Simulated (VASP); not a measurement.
# Si9Cl2O16: single point with PBEsol

Si9Cl2O16, a slab with vacuum:

```
CELL_PARAMETERS angstrom
5.84636 0.00000 0.00000
0.00000 5.30800 0.00000
0.00000 0.00000 15.70983
ATOMIC_POSITIONS crystal
Si 0.00000 0.00000 0.06365
Si 0.50000 0.25000 0.06365
Si 0.50552 0.00158 0.26612
Si 0.99971 0.25686 0.25596
Si 0.00000 0.50000 0.06365
Si 0.50000 0.75000 0.06365
Si 0.50361 0.50030 0.28547
Si 0.99909 0.74143 0.25628
Si 0.79786 0.01341 0.41992
O 0.00505 0.99921 0.17849
O 0.19440 0.25000 0.06365
O 0.49709 0.99976 0.13175
O 0.80560 0.25000 0.06365
O 0.54791 0.01168 0.37392
O 0.69326 0.25446 0.24719
O 0.98039 0.99419 0.33114
O 0.30771 0.24701 0.25837
O 0.00811 0.50028 0.17313
O 0.19440 0.75000 0.06365
O 0.49732 0.50015 0.12512
O 0.80560 0.75000 0.06365
O 0.52507 0.49037 0.38643
O 0.69173 0.74575 0.24886
O 0.99656 0.49911 0.32232
O 0.30843 0.75393 0.25998
Cl 0.97882 0.26734 0.48743
Cl 0.76563 0.75849 0.51446
```

```
Program             : VASP 6.6.1
Task                : single point
Functional          : PBEsol
Potentials or basis : VASP PAW PBE potentials, release 64 (Si, O, Cl)
Cutoff              : 520 eV
k mesh              : 2 × 2 × 1
Occupations         : fermi-dirac, width 0.05 eV
Spin                : no spin polarisation
```

The largest force is 5.802 eV/Å. The band gap on the k mesh is zero (bands 73 and 74 overlap by 0.25 eV).

Forces on the atoms (eV/Å):
```
Si   0.162 -0.010  5.800
Si  -0.083 -1.627 -0.161
Si  -0.036 -0.027 -0.094
Si   0.025 -0.078 -0.038
Si   0.166  0.009  5.505
Si  -0.089  1.630 -0.192
Si  -0.041  0.027 -0.259
Si   0.028  0.065 -0.060
Si   0.146  0.004  0.164
O    0.003  0.012  0.025
O   -1.695 -0.223 -2.946
O   -0.007  0.003  0.091
O    1.619 -0.149 -2.658
O   -0.092  0.010 -0.011
O    0.011  0.009  0.004
O   -0.017  0.025 -0.003
O   -0.013  0.012 -0.013
O    0.000 -0.001  0.052
O   -1.685  0.221 -2.976
O   -0.002 -0.008  0.091
O    1.604  0.146 -2.677
O    0.036 -0.021  0.267
O    0.011  0.001 -0.002
O   -0.012 -0.017  0.154
O   -0.011 -0.009 -0.017
Cl  -0.022 -0.023 -0.018
Cl  -0.008  0.019 -0.030
```

Levels at points of the mesh, in eV from the Fermi level:
```csv
k point,band 68,band 69,band 70,band 71,band 72,band 73,band 74,band 75,band 76,band 77
"(0.00, 0.00, 0.00)",-1.51,-1.08,-0.94,-0.48,-0.18,0.03,0.06,0.58,1.27,2.09
"(0.50, 0.00, 0.00)",-1.55,-1.34,-0.61,-0.47,-0.29,0.02,0.36,0.82,1.94,2.34
"(0.00, 0.50, 0.00)",-1.02,-0.91,-0.80,-0.60,-0.42,-0.30,-0.22,0.70,0.73,5.00
"(0.50, 0.50, 0.00)",-1.30,-0.97,-0.80,-0.49,-0.19,-0.12,0.08,0.55,0.58,5.14
```

Wall time 5.9 min on 1 thread of Intel(R) Xeon(R) Platinum 8488C (Sapphire Rapids), on a shared host, peak memory 0.54 GiB.

Caveat: the k points lie up to 0.59 Å⁻¹ apart; the PAW data sets were made with another functional, which shifts forces and pressure a little.
